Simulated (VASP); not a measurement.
Input of a VASP 6.6.1 run:

The input INCAR:

```
  PREC = Accurate
  ENCUT = 500
  EDIFF = 1E-6
  ISMEAR = 0
  SIGMA = 0.02
  LREAL = False
  LASPH = True
  NELM = 120
  ALGO = Normal
  ISIF = 2
  LWAVE = False
  LCHARG = False
  GGA = PS
  NBANDS = 11
  GGA_COMPAT = False
```

Contents of KPOINTS:

```
regular mesh
0
Gamma
  10 10 10
```

The input POSCAR:

```
Si
1.0
    0.0212946714      2.7108588914      2.6895642200
    2.7108588914      0.0212946714      2.6895642200
    2.7321535628      2.7321535628      0.0000000000
Si
2
Direct
    0.0011229887      0.0011229887     -0.0011229887
    0.2488770113      0.2488770113      0.2511229887
```

Potentials or basis: VASP PAW PBE potentials, release 64 (Si).

The run is started by

```bash
$ cat potpaw_PBE.64/Si/POTCAR > POTCAR
$ mpirun -np 1 vasp_std > vasp.out
```

(1) Predict the band gap on the k mesh.

(2) What does it give for the pressure?

## Answers

(1) 0.32 eV (least direct gap 2.39 eV).

(2) 1.5 GPa.

Caveat: the cell differs from its parent crystal (strained cell); semilocal functionals underestimate gaps, and a narrow one can read as zero; the PAW data sets were made with another functional, which shifts forces and pressure a little.
